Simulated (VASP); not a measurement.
# Ca (I4/mmm) in VASP: notebook

Ca is run at these levels: PBE; tasks: single point.

Everything below comes from runs of VASP 6.6.1. Logs are shortened: lines on timing, memory, paths and dates and some standing lists are left out, and cuts for length are marked.

## (1) The cell of the first run

It takes space group I4/mmm (No. 139, tetragonal). The conventional cell has a = 4.300 Å, b = 4.300 Å, c = 4.502 Å, α = 90.00°, β = 90.00°, γ = 90.00°. Within 5.0 Å of Ca (site symmetry 4/mmm) lie 14 Ca at 3.78 to 4.50 Å.

## (2) Single point, PBE (strain -0.025 along x and y, +0.025 along z)

File INCAR:

```
SYSTEM = Ca
PREC = Accurate
ENCUT = 520
EDIFF = 1E-6
ISMEAR = 0
SIGMA = 0.15
LREAL = .False.
LASPH = .True.
NELM = 80
ALGO = Fast
ISIF = 2
LWAVE = .False.
LCHARG = .False.
GGA = PE
NBANDS = 11
```

File KPOINTS:

```
regular mesh
0
Gamma
  16 16 16
  0 0 0
```

File POSCAR:

```
Ca
1.0
   -2.1500747810      2.1500747810      2.2510176802
    2.1500747810     -2.1500747810      2.2510176802
    2.1500747810      2.1500747810     -2.2510176802
Ca
1
Direct
    0.5000000000      0.5000000000      0.0000000000
```

Potentials or basis: VASP PAW PBE potentials, release 64 (Ca_sv).

Launch:

```
cat potpaw_PBE.64/Ca_sv/POTCAR > POTCAR
mpirun -np 1 vasp_std > vasp.out
```

OUTCAR:

```text
SYSTEM = Ca
   PREC = Accurate
   ENCUT = 520
   EDIFF = 1E-6
   ISMEAR = 0
   LREAL = .False.
   LASPH = .True.
   NELM = 80
   ISIF = 2
   GGA = PE

 ion  position               nearest neighbor table
   1  0.500  0.500  0.000-

  LATTYP: Found a body centered tetragonal cell.
 ALAT       =     4.3001495620
 C/A-ratio  =     1.0469485527

  Lattice vectors:

 A1 = (  -2.1500747810,   2.1500747810,   2.2510176802)
 A2 = (   2.1500747810,  -2.1500747810,   2.2510176802)
 A3 = (   2.1500747810,   2.1500747810,  -2.2510176802)

Analysis of symmetry for initial positions (statically):
=====================================================================
 Subroutine PRICEL returns:
 Original cell was already a primitive cell.

 Routine SETGRP: Setting up the symmetry group for a
 body centered tetragonal supercell.

 Subroutine GETGRP returns: Found 16 space group operations
 (whereof 16 operations were pure point group operations)
 out of a pool of 16 trial point group operations.

The static configuration has the point symmetry D_4h.

Analysis of symmetry for dynamics (positions and initial velocities):
=====================================================================
 Subroutine PRICEL returns:
 Original cell was already a primitive cell.

 Routine SETGRP: Setting up the symmetry group for a
 body centered tetragonal supercell.

 Subroutine GETGRP returns: Found 16 space group operations
 (whereof 16 operations were pure point group operations)
 out of a pool of 16 trial point group operations.

The dynamic configuration has the point symmetry D_4h.

 Subroutine INISYM returns: Found 16 space group operations
 (whereof 16 operations are pure point group operations),
 and found     1 'primitive' translations

----------------------------------------------------------------------------------------

                                     Primitive cell

  volume of cell :      41.6242

  direct lattice vectors                    reciprocal lattice vectors
    -2.150074781  2.150074781  2.251017680     0.000000000  0.232550051  0.222121756
     2.150074781 -2.150074781  2.251017680     0.232550051  0.000000000  0.222121756
     2.150074781  2.150074781 -2.251017680     0.232550051  0.232550051  0.000000000

  length of vectors
     3.783216056  3.783216056  3.783216056     0.321586070  0.321586070  0.328875436

  position of ions in fractional coordinates (direct lattice)
     0.500000000  0.500000000  0.000000000

  ion indices of the primitive-cell ions
[... 75 lines left out ...]
   LREAL  =      F    real-space projection
   EDIFFG = 0.1E-04   stopping-criterion for IOM
   NSW    =      0    number of steps for IOM
   IBRION =     -1    ionic relax: 0-MD 1-quasi-New 2-CG
   NFREE  =      0    steps in history (QN), initial steepest desc. (CG)
   ISIF   =      2    stress and relaxation
   ISYM   =      2    0-nonsym 1-usesym 2-fastsym
   POTIM  = 0.5000    time-step for ionic-motion
   TEBEG  =    0.0;   TEEND  =   0.0 temperature during run
   PSTRESS=    0.0 pullay stress
   NELECT =      10.0000    total number of electrons
   NUPDOWN=      -1.0000    fix difference up-down
   EMIN   =  10.00;   EMAX   =-10.00  energy-range for DOS
   EFERMI =   0.00;   METHOD = LEGACY
   ISMEAR =     0;   SIGMA  =   0.15  broadening in eV -4-tet -1-fermi 0-gaus
   EFERMI_NEDOS =   21; number of points for ismear=-14 and -15
   IALGO  =     68    algorithm
   IMIX   =      4    mixing-type and parameters
     AMIX     =   0.40;   BMIX     =  1.00
     AMIX_MAG =   1.60;   BMIX_MAG =  1.00
  volume/ion in A,a.u.               =      41.62       280.89
  Fermi-wavevector in a.u.,A,eV,Ry     =   1.017715  1.923202 14.092149  1.035744
  Thomas-Fermi vector in A             =   2.151132
   LORBIT       =      0    0 simple, 1 ext, 2 COOP (PROOUT), +10 PAW based schemes
   GGA     = PE    functional components
   LHFCALC =     F    Hartree Fock is set to
   AEXX    =    0.0000 exact exchange contribution
   IVDW    =     0    specifies the selected vdW correction
   LEPSILON=     F    determine dielectric tensor
   LRPA    =     F    only Hartree local field effects (RPA)
 non-spin polarized calculation
 RMM-DIIS sequential band-by-band and
 Gauss-broadening in eV      SIGMA  =   0.15
  energy-cutoff  :      520.00
  volume of cell :       41.62
 maximum number of plane-waves:      1140
   NGX = 15   NGY = 15   NGZ = 15

 number of electron      10.0000001 magnetization

 Free energy of the ion-electron system (eV)
  ---------------------------------------------------
  ext. energy  EPLUGINS =         0.00000000
  ---------------------------------------------------
  free energy    TOTEN  =        -1.92220040 eV

  energy without entropy =       -1.90485544  energy(sigma->0) =       -1.91352792

 E-fermi :   2.0678     XC(G=0):  -7.7770

 val. band max:        2.0674601846   @ k =   0.3750   0.1250   0.1250
 cond. band min:       2.0746620450   @ k =   0.5000   0.5000   0.4375
 fundamental gap:      0.0072018605
 Fermi energy:         2.0678374409

 k-point     1 :       0.0000    0.0000    0.0000
  band No.  band energies     occupation
      1     -39.9632      2.00000
      2     -20.8795      2.00000
      3     -20.8795      2.00000
      4     -20.8719      2.00000
      5      -2.0306      2.00000
      6       4.3184      0.00000
      7       4.3184      0.00000
      8       4.5199      0.00000
      9       5.3107      0.00000
     10       5.5675      0.00000
     11      12.0464      0.00000
[... 309 lines left out ...]
 k-point    24 :      -0.0625    0.0625    0.0000
  band No.  band energies     occupation
      1     -39.9625      2.00000
      2     -20.8852      2.00000
      3     -20.8796      2.00000
      4     -20.8740      2.00000
      5      -1.9566      2.00000
      6       4.2668      0.00000
      7       4.3732      0.00000
      8       4.4891      0.00000
      9       5.3173      0.00000
     10       5.5124      0.00000
     11      12.1556      0.00000

 [... further k-points ...]
[... 5 lines left out ...]
  --------------------------------------------------------------------------------------
  -------------------------------------------------------------------------------------
  Total        0.0445556      0.0445556      0.0763059      0.0000000     -0.0000000      0.0000000
  in kB        1.7150124      1.7150124      2.9371251      0.0000000     -0.0000000      0.0000000
  external PRESSURE =       2.1223833 kB  Pullay stress =       0.0000000 kB

 VOLUME and BASIS-vectors are now :
 -----------------------------------------------------------------------------
  energy-cutoff  :      520.00
  volume of cell :       41.62
      direct lattice vectors                 reciprocal lattice vectors
    -2.150074781  2.150074781  2.251017680     0.000000000  0.232550051  0.222121756
     2.150074781 -2.150074781  2.251017680     0.232550051  0.000000000  0.222121756
     2.150074781  2.150074781 -2.251017680     0.232550051  0.232550051  0.000000000

 POSITION                                       TOTAL-FORCE (eV/Angst)
 -----------------------------------------------------------------------------------
      0.00000      0.00000      2.25102        -0.000000     -0.000000      0.000000
 -----------------------------------------------------------------------------------
    total drift:                                0.000000     -0.000000      0.000000

  FREE ENERGIE OF THE ION-ELECTRON SYSTEM (eV)
  ---------------------------------------------------
  free  energy   TOTEN  =        -1.9222003999 eV

  energy  without entropy=       -1.9048554415  energy(sigma->0) =       -1.91352792
```

stdout:

```text
POSCAR found type information on POSCAR Ca
 POSCAR found :  1 types and       1 ions
 scaLAPACK will be used
 LDA part: xc-table for (Slater+PW92), standard interpolation
 POSCAR, INCAR and KPOINTS ok, starting setup
 FFT: planning ... GRIDC
 FFT: planning ... GRID_SOFT
 FFT: planning ... GRID
 WAVECAR not read
 entering main loop
WARNING in EDDRMM: call to ZHEGV failed, returncode =   6  3      5
WARNING in EDDRMM: call to ZHEGV failed, returncode =   6  3      7
WARNING in EDDRMM: call to ZHEGV failed, returncode =   6  3      8
```

It took 96 s on 1 thread of Intel Xeon Platinum 8375C at 2.90GHz (Ice Lake), shared host; peak memory 0.28 GiB.

What came out:

* Free energy: -1.9222 eV
* Pressure: 0.2 GPa
* Band gap on the k mesh: zero (band 5 reaches 2.37 eV, above the bottom of band 6 at 2.00 eV)

Stress tensor (GPa, compression positive):
```
0.17 0.00 0.00
0.00 0.17 0.00
0.00 0.00 0.29
```

Levels at points of the mesh, in eV from the Fermi level:
| k point | band 3 | band 4 | band 5 | band 6 | band 7 | band 8 |
| --- | --- | --- | --- | --- | --- | --- |
| (0.00, 0.00, 0.00) | -22.95 | -22.94 | -4.10 | 2.25 | 2.25 | 2.45 |
| (0.50, 0.00, 0.00) | -22.99 | -22.94 | -0.95 | -0.07 | 1.43 | 3.17 |
| (0.50, 0.50, 0.00) | -22.99 | -22.95 | -0.85 | 0.09 | 1.17 | 3.45 |
| (0.50, 0.50, 0.50) | -23.05 | -23.05 | -0.03 | 0.08 | 3.49 | 4.16 |

Caveat: the cell differs from its parent crystal (strain -0.025 along x and y, +0.025 along z).

## (3) Single point, PBE (strain +0.000 along x and y, +0.025 along z)

File INCAR:

```
SYSTEM = Ca
ALGO = Fast ; EDIFF = 1E-6
ENCUT = 520 ; GGA = PE
ISIF = 2 ; ISMEAR = 0
LASPH = .TRUE. ; LCHARG = .TRUE.
LELF = .TRUE. ; LREAL = .FALSE.
LVHAR = .TRUE. ; LWAVE = .FALSE.
NBANDS = 11 ; NELM = 60
PREC = Accurate ; SIGMA = 0.15
```

File KPOINTS:

```
k-points
0
G
  16 16 16
  0 0 0
```

File POSCAR:

```
Ca
1.0
   -2.2052049036      2.2052049036      2.2510176802
    2.2052049036     -2.2052049036      2.2510176802
    2.2052049036      2.2052049036     -2.2510176802
Ca
1
Direct
    0.5000000000      0.5000000000      0.0000000000
```

Potentials or basis: VASP PAW PBE potentials, release 64 (Ca_sv).

Launch:

```
cat potpaw_PBE.64/Ca_sv/POTCAR > POTCAR
mpirun -np 1 vasp_std > vasp.out
```

Wall time 2.4 min (1 thread of Intel Xeon Platinum 8375C at 2.90GHz (Ice Lake), shared host); peak memory 0.29 GiB.

The run converged. Its results:

```yaml
Free_energy: -1.9195 eV
Pressure: -0.6 GPa
Band_gap_on_the_k_mesh: zero (band 5 reaches 2.19 eV, above the bottom of band 6 at 1.79 eV)
```

Levels at points of the mesh, in eV from the Fermi level:
| k point | band 1 | band 2 | band 3 | band 4 | band 5 | band 6 | band 7 | band 8 | band 9 | band 10 |
| --- | --- | --- | --- | --- | --- | --- | --- | --- | --- | --- |
| (0.00, 0.00, 0.00) | -42.15 | -23.08 | -23.08 | -23.07 | -4.01 | 2.21 | 2.21 | 2.30 | 3.19 | 3.30 |
| (0.50, 0.00, 0.00) | -42.14 | -23.20 | -23.12 | -23.07 | -0.90 | -0.08 | 1.35 | 3.11 | 3.50 | 4.22 |
| (0.50, 0.50, 0.00) | -42.14 | -23.20 | -23.12 | -23.08 | -0.86 | -0.02 | 1.24 | 3.22 | 3.54 | 4.24 |
| (0.50, 0.50, 0.50) | -42.13 | -23.16 | -23.16 | -23.16 | 0.06 | 0.10 | 3.56 | 3.88 | 3.91 | 4.01 |

Caveat: the cell differs from its parent crystal (strain +0.000 along x and y, +0.025 along z).
